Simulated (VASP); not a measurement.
# Be (Im-3m) in VASP: a series of runs

The runs below take Be through single point, with PBE, LDA.

Everything below comes from runs of VASP 6.6.1. Logs are shortened: lines on timing, memory, paths and dates and some standing lists are left out, and cuts for length are marked.

### Step 1. The cell of the first run

The structure is cubic, space group Im-3m (No. 229). The conventional cell has a = 2.420 Å, b = 2.420 Å, c = 2.420 Å, α = 90.00°, β = 90.00°, γ = 90.00°. Within 2.8 Å of Be (site symmetry m-3m) lie 14 Be at 2.10 to 2.42 Å.

### Step 2. Single point, PBE

Input file INCAR:

```
ALGO = Normal
EDIFF = 1E-6
ENCUT = 520
GGA = PE
ISIF = 2
ISMEAR = 0
LASPH = T
LCHARG = F
LREAL = F
LWAVE = F
NBANDS = 7
NELM = 60
PREC = Accurate
SIGMA = 0.05
```

Input file KPOINTS:

```
k-points
0
Gamma
  18 18 18
```

Input file POSCAR:

```
Be
1.0
   -1.2098749761      1.2098749761      1.2098749761
    1.2098749761     -1.2098749761      1.2098749761
    1.2098749761      1.2098749761     -1.2098749761
Be
1
Direct
    0.0000000000      0.0000000000      0.0000000000
```

Potentials or basis: VASP PAW PBE potentials, release 64 (Be).

The run is started by

```console
> cat potpaw_PBE.64/Be/POTCAR > POTCAR
> mpirun -np 1 vasp_std > vasp.out
```

OUTCAR:

```text
EDIFF = 1E-6
   ENCUT = 520
   GGA = PE
   ISIF = 2
   ISMEAR = 0
   LASPH = T
   LREAL = F
   NELM = 60
   PREC = Accurate

 ion  position               nearest neighbor table
   1  0.000  0.000  0.000-

  LATTYP: Found a body centered cubic cell.
 ALAT       =     2.4197499522

  Lattice vectors:

 A1 = (  -1.2098749761,   1.2098749761,   1.2098749761)
 A2 = (   1.2098749761,  -1.2098749761,   1.2098749761)
 A3 = (   1.2098749761,   1.2098749761,  -1.2098749761)

Analysis of symmetry for initial positions (statically):
=====================================================================
 Subroutine PRICEL returns:
 Original cell was already a primitive cell.

 Routine SETGRP: Setting up the symmetry group for a
 body centered cubic supercell.

 Subroutine GETGRP returns: Found 48 space group operations
 (whereof 48 operations were pure point group operations)
 out of a pool of 48 trial point group operations.

The static configuration has the point symmetry O_h .

Analysis of symmetry for dynamics (positions and initial velocities):
=====================================================================
 Subroutine PRICEL returns:
 Original cell was already a primitive cell.

 Routine SETGRP: Setting up the symmetry group for a
 body centered cubic supercell.

 Subroutine GETGRP returns: Found 48 space group operations
 (whereof 48 operations were pure point group operations)
 out of a pool of 48 trial point group operations.

The dynamic configuration has the point symmetry O_h .

 Subroutine INISYM returns: Found 48 space group operations
 (whereof 48 operations are pure point group operations),
 and found     1 'primitive' translations

----------------------------------------------------------------------------------------

                                     Primitive cell

  volume of cell :       7.0840

  direct lattice vectors                    reciprocal lattice vectors
    -1.209874976  1.209874976  1.209874976     0.000000000  0.413265841  0.413265841
     1.209874976 -1.209874976  1.209874976     0.413265841  0.000000000  0.413265841
     1.209874976  1.209874976 -1.209874976     0.413265841  0.413265841  0.000000000

  length of vectors
     2.095564929  2.095564929  2.095564929     0.584446158  0.584446158  0.584446158

  position of ions in fractional coordinates (direct lattice)
     0.000000000  0.000000000  0.000000000

  ion indices of the primitive-cell ions
   primitive index   ion index
                 1           1

----------------------------------------------------------------------------------------

 KPOINTS: k-points

Automatic generation of k-mesh.
 Grid dimensions read from file:
 generate k-points for:   18   18   18

 Generating k-lattice:

  Cartesian coordinates                     Fractional coordinates (reciprocal lattice)
     0.000000000  0.022959213  0.022959213     0.055555556  0.000000000  0.000000000
     0.022959213  0.000000000  0.022959213     0.000000000  0.055555556  0.000000000
     0.022959213  0.022959213  0.000000000     0.000000000  0.000000000  0.055555556

  Length of vectors
     0.032469231  0.032469231  0.032469231

  Shift w.r.t. Gamma in fractional coordinates (k-lattice)
     0.000000000  0.000000000  0.000000000

 Subroutine IBZKPT returns following result:
 ===========================================

 Found    195 irreducible k-points:

 Following reciprocal coordinates:
            Coordinates               Weight
  0.000000  0.000000  0.000000      1.000000
  0.055556  0.000000  0.000000     12.000000
  0.111111  0.000000  0.000000     12.000000
  0.166667  0.000000  0.000000     12.000000
  0.222222  0.000000  0.000000     12.000000
  0.277778  0.000000  0.000000     12.000000
[... 16 lines left out ...]
  0.333333  0.111111  0.000000     48.000000
  0.388889  0.111111  0.000000     48.000000
 [... further k-points ...]
   k-points           NKPTS =    195   k-points in BZ     NKDIM =    195   number of bands    NBANDS=      7
   number of dos      NEDOS =    301   number of ions     NIONS =      1
   total plane-waves  NPLWV =   4096
   dimension x,y,z NGX =    16 NGY =   16 NGZ =   16
   dimension x,y,z NGXF=    32 NGYF=   32 NGZF=   32
   ions per type =               1
   NGX,Y,Z   is equivalent  to a cutoff of  12.69, 12.69, 12.69 a.u.
   NGXF,Y,Z  is equivalent  to a cutoff of  25.39, 25.39, 25.39 a.u.
 SYSTEM =  unknown system
   PREC   = accura    normal or accurate (medium, high low for compatibility)
   ISTART =      0    job   : 0-new  1-cont  2-samecut
   ICHARG =      2    charge: 1-file 2-atom 10-const
   ISPIN  =      1    spin polarized calculation?
   LNONCOLLINEAR =      F non collinear calculations
   LSORBIT =      F    spin-orbit coupling
   LASPH  =      T    aspherical Exc in radial PAW
   ENCUT  =  520.0 eV  38.22 Ry    6.18 a.u.   3.90  3.90  3.90*2*pi/ulx,y,z
   NELM   =     60;   NELMIN=  2; NELMDL= -5     # of ELM steps
   EDIFF  = 0.1E-05   stopping-criterion for ELM
   LREAL  =      F    real-space projection
[... 7 lines left out ...]
   TEBEG  =    0.0;   TEEND  =   0.0 temperature during run
   PSTRESS=    0.0 pullay stress
   NELECT =       2.0000    total number of electrons
   NUPDOWN=      -1.0000    fix difference up-down
   EMIN   =  10.00;   EMAX   =-10.00  energy-range for DOS
   EFERMI =   0.00;   METHOD = LEGACY
   ISMEAR =     0;   SIGMA  =   0.05  broadening in eV -4-tet -1-fermi 0-gaus
   EFERMI_NEDOS =   21; number of points for ismear=-14 and -15
   IALGO  =     38    algorithm
   IMIX   =      4    mixing-type and parameters
     AMIX     =   0.40;   BMIX     =  1.00
     AMIX_MAG =   1.60;   BMIX_MAG =  1.00
  volume/ion in A,a.u.               =       7.08        47.81
  Fermi-wavevector in a.u.,A,eV,Ry     =   1.073967  2.029504 15.693034  1.153405
  Thomas-Fermi vector in A             =   2.209782
   LORBIT       =      0    0 simple, 1 ext, 2 COOP (PROOUT), +10 PAW based schemes
   GGA     = PE    functional components
   LHFCALC =     F    Hartree Fock is set to
   AEXX    =    0.0000 exact exchange contribution
   IVDW    =     0    specifies the selected vdW correction
   LEPSILON=     F    determine dielectric tensor
   LRPA    =     F    only Hartree local field effects (RPA)
 non-spin polarized calculation
 Gauss-broadening in eV      SIGMA  =   0.05
  energy-cutoff  :      520.00
  volume of cell :        7.08
 maximum number of plane-waves:       202
   NGX =  7   NGY =  7   NGZ =  7

 number of electron       2.0000000 magnetization

 Free energy of the ion-electron system (eV)
  ---------------------------------------------------
  ext. energy  EPLUGINS =         0.00000000
  ---------------------------------------------------
  free energy    TOTEN  =        -3.63485678 eV

  energy without entropy =       -3.63441177  energy(sigma->0) =       -3.63463427

 E-fermi :   8.9031     XC(G=0): -10.9786

 val. band max:        8.7724289605   @ k =   0.2778   0.2778   0.1111
 cond. band min:       8.9075820588   @ k =  -0.4444  -0.4444   0.2778
 fundamental gap:      0.1351530983
 Fermi energy:         8.9030541286

 k-point     1 :       0.0000    0.0000    0.0000
  band No.  band energies     occupation
      1      -4.0017      2.00000
      2      29.9534      0.00000
      3      29.9534      0.00000
      4      29.9534      0.00000
      5      41.7223      0.00000
      6      41.7223      0.00000
      7      41.7223      0.00000

 k-point     2 :       0.0556    0.0000    0.0000
  band No.  band energies     occupation
      1      -3.8893      2.00000
      2      29.3641      0.00000
      3      29.4649      0.00000
      4      29.8089      0.00000
      5      40.1270      0.00000
      6      40.3080      0.00000
      7      42.5170      0.00000

 k-point     3 :       0.1111    0.0000    0.0000
  band No.  band energies     occupation
      1      -3.5521      2.00000
      2      27.5514      0.00000
      3      28.2976      0.00000
      4      29.3888      0.00000
      5      37.8463      0.00000
      6      38.1728      0.00000
      7      42.1625      0.00000

 k-point     4 :       0.1667    0.0000    0.0000
  band No.  band energies     occupation
      1      -2.9897      2.00000
      2      24.7520      0.00000
      3      26.9085      0.00000
      4      28.7477      0.00000
      5      36.2004      0.00000
      6      36.6392      0.00000
      7      41.8526      0.00000

 k-point     5 :       0.2222    0.0000    0.0000
  band No.  band energies     occupation
      1      -2.2033      2.00000
      2      21.5268      0.00000
      3      25.5641      0.00000
      4      27.9864      0.00000
      5      34.5006      0.00000
      6      36.2158      0.00000
      7      42.1499      0.00000

 k-point     6 :       0.2778    0.0000    0.0000
  band No.  band energies     occupation
      1      -1.1991      2.00000
      2      18.2872      0.00000
      3      24.3885      0.00000
      4      27.2196      0.00000
      5      33.0992      0.00000
      6      36.2426      0.00000
      7      42.9559      0.00000

 k-point     7 :       0.3333    0.0000    0.0000
  band No.  band energies     occupation
      1       0.0020      2.00000
      2      15.2479      0.00000
      3      23.4402      0.00000
      4      26.5425      0.00000
      5      32.0049      0.00000
      6      36.5215      0.00000
      7      44.1597      0.00000
[... 121 lines left out ...]
 k-point    20 :       0.1667    0.1111    0.0000
  band No.  band energies     occupation
      1      -1.8621      2.00000
      2      21.5335      0.00000
      3      23.6040      0.00000
      4      26.5499      0.00000
      5      36.0864      0.00000
      6      36.5162      0.00000
      7      42.4712      0.00000

 k-point    21 :       0.2222    0.1111    0.0000
  band No.  band energies     occupation
      1      -0.8526      2.00000
      2      18.3485      0.00000
      3      22.4874      0.00000
      4      25.6004      0.00000
      5      35.9108      0.00000
      6      36.3038      0.00000
      7      43.3222      0.00000

 k-point    22 :       0.2778    0.1111    0.0000
  band No.  band energies     occupation
      1       0.3596      2.00000
      2      15.3281      0.00000
      3      21.5947      0.00000
      4      24.8014      0.00000
      5      35.3297      0.00000
      6      36.7276      0.00000
      7      44.4597      0.00000

 k-point    23 :       0.3333    0.1111    0.0000
  band No.  band energies     occupation
      1       1.7178      2.00000
      2      12.6344      0.00000
      3      20.9447      0.00000
      4      24.2022      0.00000
      5      34.8357      0.00000
      6      37.2878      0.00000
      7      45.7595      0.00000

 k-point    24 :       0.3889    0.1111    0.0000
  band No.  band energies     occupation
      1       3.0305      2.00000
      2      10.5062      0.00000
      3      20.5501      0.00000
      4      23.8325      0.00000
      5      34.5151      0.00000
      6      37.7814      0.00000
      7      47.0758      0.00000

 [... further k-points ...]

------------------------ aborting loop because EDIFF is reached ----------------------------------------

  FORCE on cell =-STRESS in cart. coord.  units (eV):
  Direction    XX          YY          ZZ          XY          YZ          ZX
  --------------------------------------------------------------------------------------
  -------------------------------------------------------------------------------------
  Total        0.6428841      0.6428841      0.6428841      0.0000000     -0.0000000     -0.0000000
  in kB      145.3991174    145.3991174    145.3991174      0.0000000     -0.0000000     -0.0000000
  external PRESSURE =     145.3991174 kB  Pullay stress =       0.0000000 kB

 VOLUME and BASIS-vectors are now :
 -----------------------------------------------------------------------------
  energy-cutoff  :      520.00
  volume of cell :        7.08
      direct lattice vectors                 reciprocal lattice vectors
    -1.209874976  1.209874976  1.209874976     0.000000000  0.413265841  0.413265841
     1.209874976 -1.209874976  1.209874976     0.413265841  0.000000000  0.413265841
     1.209874976  1.209874976 -1.209874976     0.413265841  0.413265841  0.000000000

 POSITION                                       TOTAL-FORCE (eV/Angst)
 -----------------------------------------------------------------------------------
      0.00000      0.00000      0.00000         0.000000      0.000000      0.000000
 -----------------------------------------------------------------------------------
    total drift:                               -0.000000      0.000000      0.000000

  FREE ENERGIE OF THE ION-ELECTRON SYSTEM (eV)
  ---------------------------------------------------
  free  energy   TOTEN  =        -3.6348567766 eV

  energy  without entropy=       -3.6344117723  energy(sigma->0) =       -3.63463427
```

Run time: 9.3 s. Hardware: 1 thread of AMD EPYC 7R43 (Zen 3), shared host; peak memory 0.08 GiB.

What came out:

- Free energy: -3.6349 eV
- Pressure: 14.5 GPa
- Band gap on the k mesh: zero (band 1 reaches 13.18 eV, above the bottom of band 2 at 7.37 eV)

Levels at points of the mesh, in eV from the Fermi level:
| k point | band 1 | band 2 | band 3 | band 4 | band 5 |
| --- | --- | --- | --- | --- | --- |
| (0.00, 0.00, 0.00) | -12.90 | 21.05 | 21.05 | 21.05 | 32.82 |
| (0.50, 0.00, 0.00) | -5.68 | 0.67 | 13.29 | 16.68 | 21.69 |
| (0.50, 0.50, 0.50) | 4.28 | 4.28 | 4.28 | 10.30 | 10.30 |

### Step 3. Single point, PBE

This run uses another cell than the first one, of 7.87 Å³/atom, 1.111 times its volume.

Input file INCAR:

```
PREC = Accurate
ENCUT = 520
EDIFF = 1E-6
ISMEAR = 0
SIGMA = 0.05
LREAL = F
LASPH = T
NELM = 100
ALGO = Fast
ISIF = 2
LWAVE = F
LCHARG = T
GGA = PE
LELF = T
LVHAR = T
NBANDS = 7
```

Input file KPOINTS:

```
Automatic mesh
0
Gamma
  18 18 18
```

Input file POSCAR:

```
Be
1.0
   -1.2531209513      1.2531209513      1.2531209513
    1.2531209513     -1.2531209513      1.2531209513
    1.2531209513      1.2531209513     -1.2531209513
Be
1
Direct
    0.0000000000      0.0000000000      0.0000000000
```

Potentials or basis: VASP PAW PBE potentials, release 64 (Be).

The run is started by

```console
> cat potpaw_PBE.64/Be/POTCAR > POTCAR
> mpirun -np 1 vasp_std > vasp.out
```

OUTCAR:

```text
PREC = Accurate
   ENCUT = 520
   EDIFF = 1E-6
   ISMEAR = 0
   LREAL = F
   LASPH = T
   NELM = 100
   ISIF = 2
   GGA = PE

 ion  position               nearest neighbor table
   1  0.000  0.000  0.000-

  LATTYP: Found a body centered cubic cell.
 ALAT       =     2.5062419026

  Lattice vectors:

 A1 = (  -1.2531209513,   1.2531209513,   1.2531209513)
 A2 = (   1.2531209513,  -1.2531209513,   1.2531209513)
 A3 = (   1.2531209513,   1.2531209513,  -1.2531209513)

Analysis of symmetry for initial positions (statically):
=====================================================================
 Subroutine PRICEL returns:
 Original cell was already a primitive cell.

 Routine SETGRP: Setting up the symmetry group for a
 body centered cubic supercell.

 Subroutine GETGRP returns: Found 48 space group operations
 (whereof 48 operations were pure point group operations)
 out of a pool of 48 trial point group operations.

The static configuration has the point symmetry O_h .

Analysis of symmetry for dynamics (positions and initial velocities):
=====================================================================
 Subroutine PRICEL returns:
 Original cell was already a primitive cell.

 Routine SETGRP: Setting up the symmetry group for a
 body centered cubic supercell.

 Subroutine GETGRP returns: Found 48 space group operations
 (whereof 48 operations were pure point group operations)
 out of a pool of 48 trial point group operations.

The dynamic configuration has the point symmetry O_h .

 Subroutine INISYM returns: Found 48 space group operations
 (whereof 48 operations are pure point group operations),
 and found     1 'primitive' translations

[... 109 lines left out ...]
   IALGO  =     68    algorithm
   IMIX   =      4    mixing-type and parameters
     AMIX     =   0.40;   BMIX     =  1.00
     AMIX_MAG =   1.60;   BMIX_MAG =  1.00
  volume/ion in A,a.u.               =       7.87        53.12
  Fermi-wavevector in a.u.,A,eV,Ry     =   1.036904  1.959464 14.628572  1.075170
  Thomas-Fermi vector in A             =   2.171317
   LORBIT       =      0    0 simple, 1 ext, 2 COOP (PROOUT), +10 PAW based schemes
   GGA     = PE    functional components
   LHFCALC =     F    Hartree Fock is set to
   AEXX    =    0.0000 exact exchange contribution
   IVDW    =     0    specifies the selected vdW correction
   LEPSILON=     F    determine dielectric tensor
   LRPA    =     F    only Hartree local field effects (RPA)
 non-spin polarized calculation
 RMM-DIIS sequential band-by-band and
 Gauss-broadening in eV      SIGMA  =   0.05
  energy-cutoff  :      520.00
  volume of cell :        7.87
 maximum number of plane-waves:       236
   NGX =  7   NGY =  7   NGZ =  7

 number of electron       2.0000000 magnetization

 Free energy of the ion-electron system (eV)
  ---------------------------------------------------
  ext. energy  EPLUGINS =         0.00000000
  ---------------------------------------------------
  free energy    TOTEN  =        -3.66600063 eV

  energy without entropy =       -3.66557508  energy(sigma->0) =       -3.66578786

 E-fermi :   7.9614     XC(G=0): -10.6269

 val. band max:        7.9483575390   @ k =  -0.3889  -0.3889   0.0556
 cond. band min:       7.9741117337   @ k =   0.3333   0.2778   0.0000
 fundamental gap:      0.0257541948
 Fermi energy:         7.9614442220

 k-point     1 :       0.0000    0.0000    0.0000
  band No.  band energies     occupation
      1      -4.3150      2.00000
      2      27.2617      0.00000
      3      27.2617      0.00000
      4      27.2617      0.00000
      5      38.6203      0.00000
      6      38.6203      0.00000
      7      38.6203      0.00000
[... 221 lines left out ...]
 k-point    24 :       0.3889    0.1111   -0.0000
  band No.  band energies     occupation
      1       2.4826      2.00000
      2       9.2534      0.00000
      3      18.6164      0.00000
      4      21.7549      0.00000
      5      31.7993      0.00000
      6      34.6667      0.00000
      7      43.4309      0.00000

 [... further k-points ...]

------------------------ aborting loop because EDIFF is reached ----------------------------------------

  FORCE on cell =-STRESS in cart. coord.  units (eV):
  Direction    XX          YY          ZZ          XY          YZ          ZX
  --------------------------------------------------------------------------------------
  -------------------------------------------------------------------------------------
  Total       -0.0364254     -0.0364254     -0.0364254      0.0000000      0.0000000      0.0000000
  in kB       -7.4144057     -7.4144057     -7.4144057      0.0000000      0.0000000      0.0000000
  external PRESSURE =      -7.4144057 kB  Pullay stress =       0.0000000 kB

 VOLUME and BASIS-vectors are now :
 -----------------------------------------------------------------------------
  energy-cutoff  :      520.00
  volume of cell :        7.87
      direct lattice vectors                 reciprocal lattice vectors
    -1.253120951  1.253120951  1.253120951     0.000000000  0.399003783  0.399003783
     1.253120951 -1.253120951  1.253120951     0.399003783  0.000000000  0.399003783
     1.253120951  1.253120951 -1.253120951     0.399003783  0.399003783  0.000000000

 POSITION                                       TOTAL-FORCE (eV/Angst)
 -----------------------------------------------------------------------------------
      0.00000      0.00000      0.00000         0.000000      0.000000      0.000000
 -----------------------------------------------------------------------------------
    total drift:                                0.000000     -0.000000     -0.000000

  FREE ENERGIE OF THE ION-ELECTRON SYSTEM (eV)
  ---------------------------------------------------
  free  energy   TOTEN  =        -3.6660006337 eV

  energy  without entropy=       -3.6655750789  energy(sigma->0) =       -3.66578786
```

stdout:

```text
POSCAR found type information on POSCAR Be
 POSCAR found :  1 types and       1 ions
 scaLAPACK will be used
 LDA part: xc-table for (Slater+PW92), standard interpolation
 POSCAR, INCAR and KPOINTS ok, starting setup
 FFT: planning ... GRIDC
 FFT: planning ... GRID_SOFT
 FFT: planning ... GRID
 WAVECAR not read
 entering main loop
```

Wall time 11 s (1 thread of AMD EPYC 7R43 (Zen 3), shared host); peak memory 0.08 GiB.

What came out:

```
Free energy            : -3.6660 eV
Pressure               : -0.7 GPa
Band gap on the k mesh : zero (band 1 reaches 11.89 eV, above the bottom of band 2 at 6.57 eV)
```

[end of part 1 of 2]
